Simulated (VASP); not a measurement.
Input of a VASP 6.6.1 run:

The input INCAR:

```
  ALGO = Normal
  EDIFF = 1E-7
  ENCUT = 520
  GGA = CA
  ISIF = 2
  ISMEAR = -1
  LASPH = T
  LCHARG = T
  LELF = T
  LREAL = F
  LVHAR = T
  LWAVE = F
  NBANDS = 27
  NELM = 60
  PREC = Accurate
  SIGMA = 0.05
```

Contents of KPOINTS:

```
k-points
0
Gamma
  7 7 6
```

File POSCAR:

```
InSe
1.0
    5.7074535273     -2.0127055746      0.0000000000
    5.7074535273      2.0127055746      0.0000000000
   -1.6880551226      0.0000000000      4.6739460813
In Se
2 2
Direct
    0.8882032500      0.8882032500      0.0468413600
    0.1117967500      0.1117967500      0.9531586400
    0.6609275900      0.6609275900      0.6689556200
    0.3390724100      0.3390724100      0.3310443800
```

Potentials or basis: VASP PAW LDA potentials, release 64 (In_d, Se).

Command:

```bash
$ cat potpaw_LDA.64/In_d/POTCAR potpaw_LDA.64/Se/POTCAR > POTCAR
$ mpirun -np 1 vasp_std > vasp.out
```

(1) Estimate the pressure.

(2) Predict the largest force.

Answers

(1) 0.6 GPa.

(2) 0.436 eV/Å.
